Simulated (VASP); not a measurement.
Here is a VASP 6.6.1 calculation.

File INCAR:

```
SYSTEM = Ru
ALGO = Normal
EDIFF = 1E-6
ENCUT = 520
GGA = PS
ISIF = 2
ISMEAR = -1
LASPH = .TRUE.
LCHARG = .FALSE.
LREAL = .FALSE.
LWAVE = .FALSE.
NBANDS = 21
NELM = 60
PREC = Accurate
SIGMA = 0.1
```

File KPOINTS:

```
k-points
0
G
  22 22 12
  0 0 0
```

The input POSCAR:

```
Ru
1.0
    2.7632606491      0.0000000000      0.0000000000
   -1.3816303245      2.3930539194      0.0000000000
    0.0000000000      0.0000000000      4.3535264332
Ru
2
Direct
    0.3333333333      0.6666666667      0.2500000000
    0.6666666667      0.3333333333      0.7500000000
```

Potentials or basis: VASP PAW PBE potentials, release 64 (Ru_pv).

The run is started by

```bash
$ cat potpaw_PBE.64/Ru_pv/POTCAR > POTCAR
$ mpirun -np 1 vasp_std > vasp.out
```

(1) Predict the pressure.

(2) Predict the band gap on the k mesh.

## Answers

(1) -22.2 GPa.

(2) zero (bands 14 and 15 overlap by 2.92 eV).

Caveat: the cell stands under tension; the PAW data sets were made with another functional, which shifts forces and pressure a little.
